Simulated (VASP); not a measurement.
# BaTiO3 in VASP: single point with LDA

Aim: the single point of BaTiO3 with LDA.

Everything below comes from runs of VASP 6.6.1. Logs are shortened: lines on timing, memory, paths and dates and some standing lists are left out, and cuts for length are marked.

### 1 The cell of the first run

The typed cell holds 10 atoms: a = 3.944 Å, b = 5.576 Å, c = 5.583 Å, α = 90.00°, β = 89.90°, γ = 90.00°.

### 2 Single point, LDA

INCAR

```
SYSTEM = BaTiO3
PREC = Accurate
ENCUT = 600
EDIFF = 1E-6
ISMEAR = -1
SIGMA = 0.05
LREAL = .False.
LASPH = .True.
NELM = 120
ALGO = Normal
ISIF = 2
LWAVE = .False.
LCHARG = .False.
NBANDS = 51
GGA_COMPAT = .False.
```

KPOINTS

```
Automatic mesh
0
Gamma
  7 5 5
  0 0 0
```

POSCAR

```
BaTiO3
1.0
   -2.7905738151     -1.6111523412     -2.2744894299
    2.7880402707     -4.8292190323      0.0001058161
   -2.7947629609     -1.6137211722      4.5558991055
Ba Ti O
2 2 6
Direct
    0.0088999471      1.0000097968      1.0005293617
    1.0089005265      0.5000156577      0.5005180504
    0.5175297125      1.0000324686      0.5093619775
    0.5175173489      0.5000248704      0.0093545038
    0.4996865401      0.2478426350      0.7388906984
    0.4996885706      0.7478221835      0.2389088794
    0.4996719091      0.7521449048      0.7389136579
    0.4996704226      0.2521258643      0.2389010763
    0.9955163504     -0.0000110910      0.4910030844
   -0.0044813279      0.4999927100     -0.0089812896
```

Potentials or basis: VASP PAW LDA potentials, release 64 (Ba_sv, Ti_sv, O).

On the command line:

```console
$ cat potpaw_LDA.64/Ba_sv/POTCAR potpaw_LDA.64/Ti_sv/POTCAR potpaw_LDA.64/O/POTCAR > POTCAR
$ mpirun -np 1 vasp_std > vasp.out
```

OUTCAR:

```text
SYSTEM = BaTiO3
   PREC = Accurate
   ENCUT = 600
   EDIFF = 1E-6
   ISMEAR = -1
   LREAL = .False.
   LASPH = .True.
   NELM = 120
   ISIF = 2

 ion  position               nearest neighbor table
   1  0.009  0.000  0.001-   9 2.74   8 2.74   6 2.74   8 2.79   6 2.79  10 2.79  10 2.79   5 2.79
                             7 2.79   5 2.84   7 2.84   9 2.85   3 3.36   3 3.40   4 3.40   4 3.40
   2  0.009  0.500  0.501-  10 2.74   7 2.74   5 2.74   5 2.79   7 2.79   9 2.79   9 2.79   6 2.79
                             8 2.79   6 2.84   8 2.84  10 2.85   4 3.36   4 3.39   3 3.40   3 3.40
   3  0.518  0.000  0.509-   5 1.89   7 1.89   9 1.89   9 2.06   8 2.06   6 2.06   1 3.36   1 3.40
                             2 3.40   2 3.40   2 3.44   2 3.44   1 3.44   1 3.48
   4  0.518  0.500  0.009-   6 1.89   8 1.89  10 1.89  10 2.06   7 2.06   5 2.06   2 3.36   2 3.39
                             1 3.40   1 3.40   1 3.44   1 3.44   2 3.44   2 3.48
   5  0.500  0.248  0.739-   3 1.89   4 2.06   2 2.74   2 2.79   1 2.79   1 2.84
   6  0.500  0.748  0.239-   4 1.89   3 2.06   1 2.74   1 2.79   2 2.79   2 2.84
   7  0.500  0.752  0.739-   3 1.89   4 2.06   2 2.74   2 2.79   1 2.79   1 2.84
   8  0.500  0.252  0.239-   4 1.89   3 2.06   1 2.74   1 2.79   2 2.79   2 2.84
   9  0.996  1.000  0.491-   3 1.89   3 2.06   1 2.74   2 2.79   2 2.79   1 2.85
  10  0.996  0.500  0.991-   4 1.89   4 2.06   2 2.74   1 2.79   1 2.79   2 2.85

  LATTYP: Found a triclinic cell.
 ALAT       =     7.8910521807
 B/A-ratio  =     0.7066543690
 C/A-ratio  =     0.8655867616
 COS(alpha) =     0.0000380358
 COS(beta)  =     0.5776708703
 COS(gamma) =     0.7066903534

  Lattice vectors:

 A1 = (  -0.0067226902,  -6.4429402045,   4.5560049216)
 A2 = (   2.7880402707,  -4.8292190323,   0.0001058161)
 A3 = (  -0.0041891458,  -0.0025688310,   6.8303885354)

Analysis of symmetry for initial positions (statically):
=====================================================================
 Subroutine PRICEL returns:
 Original cell was already a primitive cell.

 Routine SETGRP: Setting up the symmetry group for a
 triclinic supercell.

 Subroutine GETGRP returns: Found  1 space group operations
 (whereof  1 operations were pure point group operations)
 out of a pool of  2 trial point group operations.

The static configuration has the point symmetry C_1 .

Analysis of symmetry for dynamics (positions and initial velocities):
=====================================================================
 Subroutine PRICEL returns:
 Original cell was already a primitive cell.

 Routine SETGRP: Setting up the symmetry group for a
 triclinic supercell.

 Subroutine GETGRP returns: Found  1 space group operations
 (whereof  1 operations were pure point group operations)
 out of a pool of  2 trial point group operations.

The dynamic configuration has the point symmetry C_1 .

 Subroutine INISYM returns: Found  1 space group operations
 (whereof  1 operations are pure point group operations),
 and found     1 'primitive' translations

----------------------------------------------------------------------------------------

                                     Primitive cell

  volume of cell :     122.7924

  direct lattice vectors                    reciprocal lattice vectors
    -2.790573815 -1.611152341 -2.274489430    -0.179174431 -0.103445512 -0.146553350
     2.788040271 -4.829219032  0.000105816     0.089668713 -0.155304618 -0.000003414
    -2.794762961 -1.613721172  4.555899105    -0.089453218 -0.051640584  0.146330272

  length of vectors
     3.944162300  5.576246500  5.583100634     0.253539612  0.179332101  0.179112190

  position of ions in fractional coordinates (direct lattice)
     0.008899947  0.000009797  0.000529362
     0.008900526  0.500015658  0.500518050
     0.517529712  0.000032469  0.509361977
     0.517517349  0.500024870  0.009354504
     0.499686540  0.247842635  0.738890698
     0.499688571  0.747822183  0.238908879
     0.499671909  0.752144905  0.738913658
     0.499670423  0.252125864  0.238901076
     0.995516350  0.999988909  0.491003084
     0.995518672  0.499992710  0.991018710

  ion indices of the primitive-cell ions
   primitive index   ion index
                 1           1
                 2           2
                 3           3
                 4           4
                 5           5
                 6           6
                 7           7
                 8           8
                 9           9
                10          10

----------------------------------------------------------------------------------------

 KPOINTS: Automatic mesh

Automatic generation of k-mesh.
 Grid dimensions read from file:
 generate k-points for:    7    5    5

 Generating k-lattice:

  Cartesian coordinates                     Fractional coordinates (reciprocal lattice)
    -0.025596347 -0.014777930 -0.020936193     0.142857143  0.000000000 -0.000000000
     0.017933743 -0.031060924 -0.000000683    -0.000000000  0.200000000 -0.000000000
    -0.017890644 -0.010328117  0.029266054     0.000000000 -0.000000000  0.200000000

  Length of vectors
     0.036219945  0.035866420  0.035822438

  Shift w.r.t. Gamma in fractional coordinates (k-lattice)
     0.000000000  0.000000000  0.000000000

 Subroutine IBZKPT returns following result:
 ===========================================

 Found     88 irreducible k-points:

 Following reciprocal coordinates:
            Coordinates               Weight
  0.000000  0.000000  0.000000      1.000000
  0.142857  0.000000  0.000000      2.000000
  0.285714  0.000000 -0.000000      2.000000
  0.428571 -0.000000  0.000000      2.000000
 -0.000000  0.200000  0.000000      2.000000
  0.142857  0.200000  0.000000      2.000000
[... 16 lines left out ...]
 -0.428571  0.000000  0.200000      2.000000
 -0.285714 -0.000000  0.200000      2.000000
 [... further k-points ...]
   k-points           NKPTS =     88   k-points in BZ     NKDIM =     88   number of bands    NBANDS=     51
   number of dos      NEDOS =    301   number of ions     NIONS =     10
   total plane-waves  NPLWV =  73728
   dimension x,y,z NGX =    32 NGY =   48 NGZ =   48
   dimension x,y,z NGXF=    64 NGYF=   96 NGZF=   96
   ions per type =               2   2   6
   NGX,Y,Z   is equivalent  to a cutoff of  13.49, 14.31, 14.29 a.u.
   NGXF,Y,Z  is equivalent  to a cutoff of  26.98, 28.62, 28.59 a.u.
 SYSTEM =  BaTiO3
   PREC   = accura    normal or accurate (medium, high low for compatibility)
   ISTART =      0    job   : 0-new  1-cont  2-samecut
   ICHARG =      2    charge: 1-file 2-atom 10-const
   ISPIN  =      1    spin polarized calculation?
   LNONCOLLINEAR =      F non collinear calculations
   LSORBIT =      F    spin-orbit coupling
   LASPH  =      T    aspherical Exc in radial PAW
   ENCUT  =  600.0 eV  44.10 Ry    6.64 a.u.   7.88 11.14 11.15*2*pi/ulx,y,z
   NELM   =    120;   NELMIN=  2; NELMDL= -5     # of ELM steps
   EDIFF  = 0.1E-05   stopping-criterion for ELM
   LREAL  =      F    real-space projection
   EDIFFG = 0.1E-04   stopping-criterion for IOM
   NSW    =      0    number of steps for IOM
   IBRION =     -1    ionic relax: 0-MD 1-quasi-New 2-CG
   NFREE  =      0    steps in history (QN), initial steepest desc. (CG)
   ISIF   =      2    stress and relaxation
   ISYM   =      2    0-nonsym 1-usesym 2-fastsym
   POTIM  = 0.5000    time-step for ionic-motion
   TEBEG  =    0.0;   TEEND  =   0.0 temperature during run
   PSTRESS=    0.0 pullay stress
   NELECT =      80.0000    total number of electrons
   NUPDOWN=      -1.0000    fix difference up-down
   EMIN   =  10.00;   EMAX   =-10.00  energy-range for DOS
   EFERMI =   0.00;   METHOD = LEGACY
   ISMEAR =    -1;   SIGMA  =   0.05  broadening in eV -4-tet -1-fermi 0-gaus
   EFERMI_NEDOS =   21; number of points for ismear=-14 and -15
   IALGO  =     38    algorithm
   IMIX   =      4    mixing-type and parameters
     AMIX     =   0.40;   BMIX     =  1.00
     AMIX_MAG =   1.60;   BMIX_MAG =  1.00
  volume/ion in A,a.u.               =      12.28        82.86
  Fermi-wavevector in a.u.,A,eV,Ry     =   1.419213  2.681924 27.404392  2.014166
  Thomas-Fermi vector in A             =   2.540257
   LORBIT       =      0    0 simple, 1 ext, 2 COOP (PROOUT), +10 PAW based schemes
   GGA     = CA    functional components
   LHFCALC =     F    Hartree Fock is set to
   AEXX    =    0.0000 exact exchange contribution
   IVDW    =     0    specifies the selected vdW correction
   LEPSILON=     F    determine dielectric tensor
   LRPA    =     F    only Hartree local field effects (RPA)
 non-spin polarized calculation
  energy-cutoff  :      600.00
  volume of cell :      122.79
 maximum number of plane-waves:      4143
   NGX = 15   NGY = 23   NGZ = 23

 number of electron      79.9999994 magnetization

 Free energy of the ion-electron system (eV)
  ---------------------------------------------------
  ext. energy  EPLUGINS =         0.00000000
  ---------------------------------------------------
  free energy    TOTEN  =       -88.33148252 eV

  energy without entropy =      -88.33148252  energy(sigma->0) =      -88.33148252

 E-fermi :   4.9084     XC(G=0): -11.9536

 val. band max:        3.8249135706   @ k =   0.4286  -0.0000   0.0000
 cond. band min:       5.9217258161   @ k =   0.0000   0.0000   0.0000
 fundamental gap:      2.0968122456
 Fermi energy:         4.9084362527

 k-point     1 :       0.0000    0.0000    0.0000
  band No.  band energies     occupation
      1     -51.6953      2.00000
      2     -51.6925      2.00000
      3     -28.4250      2.00000
      4     -28.4199      2.00000
      5     -28.3622      2.00000
      6     -28.3614      2.00000
[... 43 lines left out ...]
     50       8.8079      0.00000
     51       9.1426      0.00000

 k-point     2 :       0.1429    0.0000    0.0000
  band No.  band energies     occupation
      1     -51.6950      2.00000
      2     -51.6922      2.00000
      3     -28.4243      2.00000
      4     -28.4193      2.00000
      5     -28.3723      2.00000
      6     -28.3651      2.00000
[... 43 lines left out ...]
     50       9.2340      0.00000
     51       9.7349      0.00000

 k-point     3 :       0.2857    0.0000   -0.0000
  band No.  band energies     occupation
      1     -51.6944      2.00000
      2     -51.6916      2.00000
      3     -28.4228      2.00000
      4     -28.4181      2.00000
      5     -28.4007      2.00000
      6     -28.3923      2.00000
[... 43 lines left out ...]
     50      10.3172      0.00000
     51      10.5863      0.00000
[... 1027 lines left out ...]
 k-point    23 :      -0.4286    0.0000    0.2000
  band No.  band energies     occupation
      1     -51.6937      2.00000
      2     -51.6914      2.00000
      3     -28.4227      2.00000
      4     -28.4173      2.00000
      5     -28.4157      2.00000
      6     -28.4088      2.00000
[... 43 lines left out ...]
     50      11.0380      0.00000
     51      11.1112      0.00000

 k-point    24 :      -0.2857   -0.0000    0.2000
  band No.  band energies     occupation
      1     -51.6941      2.00000
      2     -51.6919      2.00000
      3     -28.4169      2.00000
      4     -28.4125      2.00000
      5     -28.4001      2.00000
      6     -28.3929      2.00000
[... 43 lines left out ...]
     50      10.6505      0.00000
     51      10.7550      0.00000

 [... further k-points ...]

------------------------ aborting loop because EDIFF is reached ----------------------------------------

  FORCE on cell =-STRESS in cart. coord.  units (eV):
  Direction    XX          YY          ZZ          XY          YZ          ZX
  --------------------------------------------------------------------------------------
  -------------------------------------------------------------------------------------
  Total        1.7621561      1.7803558      1.7828710     -0.0158932      0.0061359      0.0111586
  in kB       22.9923503     23.2298167     23.2626353     -0.2073726      0.0800606      0.1455957
  external PRESSURE =      23.1616008 kB  Pullay stress =       0.0000000 kB

 VOLUME and BASIS-vectors are now :
 -----------------------------------------------------------------------------
  energy-cutoff  :      600.00
  volume of cell :      122.79
      direct lattice vectors                 reciprocal lattice vectors
    -2.790573815 -1.611152341 -2.274489430    -0.179174431 -0.103445512 -0.146553350
     2.788040271 -4.829219032  0.000105816     0.089668713 -0.155304618 -0.000003414
    -2.794762961 -1.613721172  4.555899105    -0.089453218 -0.051640584  0.146330272

 POSITION                                       TOTAL-FORCE (eV/Angst)
 -----------------------------------------------------------------------------------
     -0.02629     -0.01524     -0.01783         0.027843      0.016260     -0.012174
     -0.02960     -3.23672      2.26012         0.027718      0.016136     -0.011885
     -2.86766     -1.65594      1.14349         0.071332      0.041896     -0.031145
     -0.07622     -3.26362     -1.13442         0.070895      0.040830     -0.030369
     -2.76844     -3.19432      2.22981        -0.011949     -0.044571      0.031971
      0.02285     -4.80200     -0.04801        -0.011518     -0.044291      0.031360
     -1.36245     -5.62972      2.23000        -0.044462      0.011943      0.031542
     -1.35910     -2.40814     -0.04806        -0.044063      0.011508      0.031292
     -1.36229     -7.22544     -0.02723        -0.043065     -0.025150     -0.020025
     -4.15373     -5.61773      2.25074        -0.042731     -0.024562     -0.020568
 -----------------------------------------------------------------------------------
    total drift:                               -0.000118     -0.000118      0.000438

  FREE ENERGIE OF THE ION-ELECTRON SYSTEM (eV)
  ---------------------------------------------------
  free  energy   TOTEN  =       -88.3314825161 eV

  energy  without entropy=      -88.3314825159  energy(sigma->0) =      -88.33148252
```

Wall time 18 min (1 thread of AMD EPYC 9755, shared host); peak memory 0.58 GiB.

Results:

* Free energy: -88.3315 eV
* Pressure: 2.3 GPa
* Largest force: 0.088 eV/Å
* Band gap on the k mesh: 2.10 eV

Forces on the atoms (eV/Å):
```
Ba   0.028  0.016 -0.012
Ba   0.028  0.016 -0.012
Ti   0.071  0.042 -0.031
Ti   0.071  0.041 -0.030
O   -0.012 -0.045  0.032
O   -0.012 -0.044  0.031
O   -0.044  0.012  0.032
O   -0.044  0.012  0.031
O   -0.043 -0.025 -0.020
O   -0.043 -0.025 -0.021
```

Caveat: spin-orbit coupling is left out, which moves the levels of the heavy elements. A k mesh can miss the band edges.
